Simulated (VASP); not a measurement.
Write the native input for VASP 6.6.1 that does the following.

```yaml
Task: single point
Functional: PBEsol
Potentials_or_basis: VASP PAW PBE potentials, release 64 (Li_sv, F)
Cutoff: 520 eV
k_mesh: 10 × 10 × 10
Occupations: gaussian, width 0.01 eV
Spin: no spin polarisation
Dipole_correction: no
Further_INCAR_settings: ALGO = Normal; EDIFF = 1e-06; NBANDS = 12
```

The structure of LiF lies in POSCAR:

```
LiF
1.0
    0.0000000000      2.1446105498      2.1446105498
    2.1446105498      0.0000000000      2.1446105498
    2.1446105498      2.1446105498      0.0000000000
Li F
1 1
Direct
    0.0000000000      0.0000000000      0.0000000000
    0.2500000000      0.2500000000      0.2500000000
```

These files were run (other wordings do the same):

INCAR

```
PREC = Accurate ; ENCUT = 520
EDIFF = 1E-6 ; ISMEAR = 0
SIGMA = 0.01 ; LREAL = F
LASPH = T ; NELM = 80
ALGO = Normal ; ISIF = 2
LWAVE = F ; LCHARG = T
GGA = PS ; LELF = T
LVHAR = T ; NBANDS = 12
```

KPOINTS

```
regular mesh
0
Gamma
  10 10 10
```

Potentials or basis: VASP PAW PBE potentials, release 64 (Li_sv, F).

Run with:

```console
$ cat potpaw_PBE.64/Li_sv/POTCAR potpaw_PBE.64/F/POTCAR > POTCAR
$ mpirun -np 1 vasp_std > vasp.out
```

Results of the run:

```yaml
Band_gap_on_the_k_mesh: 7.74 eV, direct
```

It took 6.5 s on 1 thread of Intel(R) Xeon(R) Platinum 8488C (Sapphire Rapids) (shared host), peak memory 0.13 GiB.
